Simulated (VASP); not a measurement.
Write the native input for VASP 6.6.1 that does the following.

- Task: relaxation of shape and atoms at fixed volume
- Functional: PBEsol
- Potentials or basis: VASP PAW PBE potentials, release 64 (W_sv, Se)
- Cutoff: 600 eV
- k mesh: 12 × 12 × 2
- Occupations: gaussian, width 0.02 eV
- Spin: no spin polarisation
- Dipole correction: no
- Further INCAR settings: ALGO = Normal; EDIFF = 1e-07; IBRION = 2; EDIFFG = -0.01; NSW = 50; ISIF = 4

The structure of WSe2 lies in POSCAR:

```
WSe2
1.0
    3.2375753031      0.0000000000      0.0000000000
   -1.6187876515      2.8038224591      0.0000000000
    0.0000000000      0.0000000000     23.7412121916
W Se
2 4
Direct
    0.6666666667      0.3333333333      0.1376486585
    0.3333333333      0.6666666667      0.8623513415
    0.3333333333      0.6666666667      0.2073654521
    0.6666666667      0.3333333333      0.9321646897
    0.3333333333      0.6666666667      0.0678353103
    0.6666666667      0.3333333333      0.7926345479
```

One way to write it, as run:

INCAR

```
PREC = Accurate ; ENCUT = 600
EDIFF = 1E-7 ; ISMEAR = 0
SIGMA = 0.02 ; LREAL = False
LASPH = True ; NELM = 60
ALGO = Normal ; ISIF = 4
LWAVE = False ; LCHARG = False
GGA = PS ; IBRION = 2
NSW = 50 ; EDIFFG = -0.01
LUSENCCL = False
```

KPOINTS

```
regular mesh
0
Gamma
  12 12 2
```

Potentials or basis: VASP PAW PBE potentials, release 64 (W_sv, Se).

Run with:

```bash
$ cat potpaw_PBE.64/W_sv/POTCAR potpaw_PBE.64/Se/POTCAR > POTCAR
$ mpirun -np 1 vasp_std > vasp.out
```

Results of the run:

The energy gained by relaxing is 10.5 meV/atom, the ionic steps are 24 and the largest force after relaxing is 0.005 eV/Å. The band gap on the k mesh is 1.41 eV (least direct gap 1.64 eV).

Caveat: there is no dipole correction, which matters where the two faces differ; the relaxation moved the vacuum too, so the length across it says nothing of the material; the PAW data sets were made with another functional, which shifts forces and pressure a little; spin-orbit coupling is left out, which moves the levels of the heavy elements.

It took 13 min on 1 × NVIDIA H100 80GB with 1 thread of AMD EPYC 7R13 Processor (Zen 3), on a shared host, peak memory 1.5 GiB.
